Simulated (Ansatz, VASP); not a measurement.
## LiF: VASP beside Ansatz

```
F Li
1.0
     0.00000    2.04050    2.04050
     2.04050    0.00000    2.04050
     2.04050    2.04050    0.00000
F Li
1 1
Direct
  0.50000 0.50000 0.50000
  0.00000 0.00000 0.00000
```

Alike in both runs: task single point; functional r2SCAN; k mesh 11 × 11 × 11; occupations fermi-dirac, width 0.05 eV; no spin polarisation.

|  | VASP | Ansatz |
| --- | --- | --- |
| version | VASP 6.6.1 | Ansatz 0.2.0 |
| potentials or method | VASP PAW PBE potentials, release 64 (F, Li_sv) | Ansatz PAW |
| plane-wave cutoff (eV) | 520 | 500 |
| valence electrons in the cell | 10 | 10 |

Ansatz gave:

- gap on the k mesh at the Fermi level (eV): 9.70
- least direct gap on the mesh (eV): 9.70

Question: What did VASP give for the same quantities?

Answer: gap on the k mesh at the Fermi level (eV): 9.89; least direct gap on the mesh (eV): 9.89.

VASP's potentials were made for PBE, not for r2SCAN.

Noted on VASP's run: the cutoff is short for stress, so the pressure is rough. Noted on Ansatz's run: odd divisions of the mesh miss points on the zone boundary, where band edges often lie, so the gap on the mesh can be too wide.
